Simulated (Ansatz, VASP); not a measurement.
**SrTiO3 in VASP and in Ansatz**

POSCAR

```
SrTiO3
1.0
    3.9020497953      0.0000000000      0.0000000000
    0.0000000000      3.9020497953      0.0000000000
    0.0000000000      0.0000000000      3.9020497953
Sr Ti O
1 1 3
Direct
    0.5000000000      0.5000000000      0.5000000000
    0.0000000000      0.0000000000      0.0000000000
    0.5000000000      0.0000000000      0.0000000000
    0.0000000000      0.5000000000      0.0000000000
    0.0000000000      0.0000000000      0.5000000000
```

Contents of INCAR.step1:

```
ALGO = Normal
EDIFF = 1E-4
ENCUT = 520
GGA = PE
ISMEAR = 0
LASPH = True
LCHARG = False
LREAL = False
LWAVE = True
NBANDS = 28
NELM = 80
PREC = Accurate
SIGMA = 0.02
```

INCAR.step2

```
ALGO = Normal
EDIFF = 1E-6
ENCUT = 520
ISIF = 2
ISMEAR = 0
ISTART = 1
LASPH = True
LCHARG = False
LMIXTAU = True
LREAL = False
LWAVE = False
METAGGA = R2SCAN
NBANDS = 28
NELM = 80
PREC = Accurate
SIGMA = 0.02
```

Contents of KPOINTS:

```
k-points
0
Gamma
  8 8 8
```

Input for Ansatz:

```yaml
crystal:
  lattice:
    - [3.9020497953, 0.0, 0.0]
    - [0.0, 3.9020497953, 0.0]
    - [0.0, 0.0, 3.9020497953]
  atoms:
    - { symbol: Sr, position: [0.5, 0.5, 0.5] }
    - { symbol: Ti, position: [0.0, 0.0, 0.0] }
    - { symbol: O, position: [0.5, 0.0, 0.0] }
    - { symbol: O, position: [0.0, 0.5, 0.0] }
    - { symbol: O, position: [0.0, 0.0, 0.5] }
basis:
  ecutwfc: 500
kpoints:
  mp_grid: { grid: [8, 8, 8] }
  band_path:
    path:
      - [[0.0, 0.0, 0.0], [0.0, 0.5, 0.0], [0.5, 0.5, 0.0], [0.0, 0.0, 0.0], [0.5, 0.5, 0.5], [0.0, 0.5, 0.0]]
      - [[0.5, 0.5, 0.5], [0.5, 0.5, 0.0]]
    npoints: 12
hamiltonian:
  xc: r2scan
scf:
  occupations: { method: gaussian, width: 0.02 }
  n_extra_bands: 6
output:
  forces: true
  stress: true
  eigenvalues: true
```

Alike in both runs: task single point; functional r2SCAN; k mesh 8 × 8 × 8; occupations gaussian, width 0.02 eV; no spin polarisation.

```csv
,VASP,Ansatz
version,VASP 6.6.1,Ansatz 0.2.0
potentials or method,"VASP PAW PBE potentials, release 64 (Sr_sv, Ti_sv, O), cutoff 520 eV","scalar-relativistic, plane waves, PAW"
valence electrons in the cell,40,40
```

VASP gave:

* gap on the k mesh at the Fermi level (eV): 2.28
* least direct gap on the mesh (eV): 2.66
* pressure (GPa): 1.6

Q: Which values does Ansatz return?

A: gap on the k mesh at the Fermi level (eV): 2.27; least direct gap on the mesh (eV): 2.63; pressure (GPa): 0.7.

VASP's potentials were made for PBE, not for r2SCAN. The functional is the same, so the differences come from potentials, cutoffs and numerics.
